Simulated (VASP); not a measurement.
**PtSe: single point with PBEsol-based screened hybrid**

Crystal: PtSe.

```
CELL_PARAMETERS angstrom
0.00000 3.03745 3.03745
3.03745 0.00000 3.03745
3.03745 3.03745 0.00000
ATOMIC_POSITIONS crystal
Pt 0.00000 0.00000 0.00000
Se 0.25000 0.25000 0.25000
```

```
Program             : VASP 6.6.1
Task                : single point
Functional          : PBEsol-based screened hybrid
Potentials or basis : VASP PAW PBE potentials, release 64 (Pt, Se)
Cutoff              : 520 eV
k mesh              : 4 × 4 × 4
Occupations         : fermi-dirac, width 0.05 eV
Spin                : no spin polarisation
```

| Item | Value |
| --- | --- |
| Pressure | -15.7 GPa |
| Band gap on the k mesh | zero (band 8 reaches 4.55 eV, above the bottom of band 9 at 1.45 eV) |

Levels at points of the mesh, in eV from the Fermi level:
| k point | band 3 | band 4 | band 5 | band 6 | band 7 | band 8 | band 9 | band 10 | band 11 | band 12 |
| --- | --- | --- | --- | --- | --- | --- | --- | --- | --- | --- |
| (0.00, 0.00, 0.00) | -4.83 | -4.83 | -2.62 | -2.62 | 1.09 | 2.22 | 2.22 | 2.22 | 7.53 | 7.53 |
| (0.50, 0.00, 0.00) | -4.54 | -4.54 | -2.46 | -2.46 | -2.08 | 0.81 | 0.81 | 3.29 | 8.43 | 8.44 |
| (0.50, 0.50, 0.00) | -3.90 | -3.90 | -2.34 | -2.32 | -2.18 | -0.88 | -0.88 | 4.97 | 5.43 | 9.82 |

Run time: 3.2 min on 1 thread of AMD EPYC 9R45 96-Core Processor (Zen 5) (shared host), peak memory 0.26 GiB.

Caveat: the k points lie up to 0.45 Å⁻¹ apart; the PAW data sets were made with another functional, which shifts forces and pressure a little; spin-orbit coupling is left out, which moves the levels of the heavy elements.
